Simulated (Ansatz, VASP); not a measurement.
# B: VASP beside Ansatz

```
CELL_PARAMETERS angstrom
-2.77447 -0.32523 -0.72046
-0.71094 -0.32521 -2.84860
-0.65257 -5.86215 -0.67095
ATOMIC_POSITIONS crystal
B 0.83969 0.15566 0.49617
B 0.19213 0.02108 0.92982
B 0.90501 0.74443 0.77870
B 0.09501 0.92221 0.22130
B 0.80785 0.64561 0.07018
B 0.16032 0.51101 0.50383
```

Change from the starting cell: cell x2, atoms moved at random (sigma 0.15 Å) and cell strained at random (1.5 %), then relaxed without symmetry.

Alike in both runs: functional PBE; k mesh 8 × 8 × 4; occupations gaussian, width 0.2 eV; no spin polarisation.

Ansatz relaxed the structure, and its values are those at the end. VASP's run is a single point on that final structure, the one shown.

|  | VASP | Ansatz |
| --- | --- | --- |
| version | VASP 6.6.1 | Ansatz 0.2.0 |
| potentials or method | VASP PAW PBE potentials, release 64 (B), cutoff 500 eV | scalar-relativistic, plane waves, PAW |
| valence electrons in the cell | 18 | 18 |

```csv
,VASP,Ansatz,Ansatz less VASP
gap on the k mesh at the Fermi level (eV),none,none,-
pressure (GPa),0.1,0.0,-0.07
rms of the force components (eV/Å),0.006,0.004,-0.0022
```

A gap of «none» marks a metal or a gap that the smearing closes.
